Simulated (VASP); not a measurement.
# Rh: single point with PBEsol

The system is Rh.

```xyz
1
Lattice="0.0000 1.9301 1.8730 1.9301 0.0000 1.8730 1.9301 1.9301 0.0000" Properties=species:S:1:pos:R:3 pbc="T T T"
Rh    0.0000    0.0000    0.0000
```

This cell differs from its parent crystal: strain +0.015 along x and y, -0.015 along z.

```
Program             : VASP 6.6.1
Task                : single point
Functional          : PBEsol
Potentials or basis : VASP PAW PBE potentials, release 64 (Rh_pv)
Cutoff              : 520 eV
k mesh              : 22 × 22 × 22
Occupations         : gaussian, width 0.15 eV
Spin                : no spin polarisation
```

The pressure is -8.9 GPa and the band gap on the k mesh is zero (an odd number of electrons rules out a gap without spin polarisation).

Stress tensor (GPa, compression positive):
```
-11.17   0.00   0.00
  0.00 -11.17   0.00
  0.00   0.00  -4.27
```

Levels at points of the mesh, in eV from the Fermi level:
| k point | band 5 | band 6 | band 7 | band 8 | band 9 | band 10 |
| --- | --- | --- | --- | --- | --- | --- |
| (0.00, 0.00, 0.00) | -3.12 | -3.12 | -2.81 | -1.15 | -0.77 | 15.97 |
| (0.50, 0.00, 0.00) | -3.25 | -2.92 | 0.48 | 0.65 | 0.68 | 8.45 |
| (0.50, 0.50, 0.00) | -5.86 | 0.53 | 0.99 | 0.99 | 3.60 | 12.60 |
| (0.50, 0.00, 0.50) | -5.82 | 0.55 | 0.83 | 1.09 | 2.96 | 11.77 |

Run time: 2.1 min on 1 thread of Intel Xeon 8259CL, with other jobs on the host, peak memory 0.25 GiB.

Caveat: the cell differs from its parent crystal (strain +0.015 along x and y, -0.015 along z); the cell stands under tension; the PAW data sets were made with another functional, which shifts forces and pressure a little.
